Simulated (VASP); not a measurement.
A run of VASP 6.6.1 is set up as follows.

File INCAR:

```
PREC     = Accurate       # precision mode
ENCUT    = 600            # plane-wave cutoff, eV
EDIFF    = 1E-6           # SCF threshold, eV
ISMEAR   = -1             # smearing method
SIGMA    = 0.1            # smearing width, eV
LREAL    = F              # projectors in reciprocal space
LASPH    = T              # aspherical terms in the spheres
NELM     = 80             # most SCF steps
ALGO     = Normal         # electronic algorithm
ISIF     = 3              # what is computed and relaxed
LWAVE    = F              # write WAVECAR
LCHARG   = F              # write CHGCAR
GGA      = CA             # functional
IBRION   = 2              # ionic algorithm
NSW      = 32             # ionic steps
EDIFFG   = -0.005         # ionic threshold
PSTRESS  = 790.0
```

Contents of KPOINTS:

```
regular mesh
0
Gamma
  15 15 15
```

The input POSCAR:

```
VSi
1.0
    2.6817131212      0.0000000000      0.0000000000
    0.0000000000      2.6817131212      0.0000000000
    0.0000000000      0.0000000000      2.6817131212
V Si
1 1
Direct
    0.0000000000      0.0000000000      0.0000000000
    0.5000000000      0.5000000000      0.5000000000
```

Potentials or basis: VASP PAW LDA potentials, release 64 (V_sv, Si).

Command:

```console
$ cat potpaw_LDA.64/V_sv/POTCAR potpaw_LDA.64/Si/POTCAR > POTCAR
$ mpirun -np 1 vasp_std > vasp.out
```

Problem. Estimate the space group after relaxing (to 0.05 Å).

Solution. Pm-3m (No. 221).

Problem. What does it give for the relaxed cell?

Solution. a = 2.684 Å, b = 2.684 Å, c = 2.684 Å, α = 90.00°, β = 90.00°, γ = 90.00°.

The path:
| step | energy change (eV) | largest force (eV/Å) | pressure (GPa) | volume (Å³) |
| --- | --- | --- | --- | --- |
| 1 | 0.0000 | 0.0000 | 80.16 | 19.29 |
| 2 | -0.0945 | 0.0000 | 75.42 | 19.48 |
| 3 | -0.0227 | 0.0000 | 78.97 | 19.33 |

Caveat: the cell is relaxed towards a set pressure, so the enthalpy falls and the energy may rise.
